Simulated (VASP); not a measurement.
Set up this calculation in VASP 6.6.1, as the native input.

| Quantity | Value |
| --- | --- |
| Task | single point |
| Functional | LDA |
| Potentials or basis | VASP PAW LDA potentials, release 64 (F) |
| Cutoff | 520 eV |
| k mesh | 14 × 14 × 14 |
| Occupations | fermi-dirac, width 0.1 eV |
| Spin | no spin polarisation |
| Dipole correction | no |
| Further INCAR settings | ALGO = Normal; EDIFF = 1e-06; NBANDS = 14 |

The structure of F lies in POSCAR:

```
F
1.0
    0.0000000000      1.9668286013      1.9668286013
    1.9668286013      0.0000000000      1.9668286013
    1.9668286013      1.9668286013      0.0000000000
F
2
Direct
   -0.1250000000     -0.1250000000     -0.1250000000
    0.1250000000      0.1250000000      0.1250000000
```

The input as run:

INCAR

```
SYSTEM = F
PREC = Accurate
ENCUT = 520
EDIFF = 1E-6
ISMEAR = -1
SIGMA = 0.1
LREAL = .FALSE.
LASPH = .TRUE.
NELM = 60
ALGO = Normal
ISIF = 2
LWAVE = .FALSE.
LCHARG = .TRUE.
LELF = .TRUE.
LVHAR = .TRUE.
NBANDS = 14
```

KPOINTS

```
Automatic mesh
0
G
  14 14 14
  0 0 0
```

Potentials or basis: VASP PAW LDA potentials, release 64 (F).

The run is started by

```sh
$ cat potpaw_LDA.64/F/POTCAR > POTCAR
$ mpirun -np 1 vasp_std > vasp.out
```

It gave:

| Property | Result |
| --- | --- |
| Pressure | 106.1 GPa |
| Band gap on the k mesh | zero (bands 7 and 8 overlap by 2.87 eV) |

Caveat: the cell stands under pressure.

Wall time 23 s on 1 thread of Intel Xeon 8259CL, with other jobs on the host, peak memory 0.13 GiB.
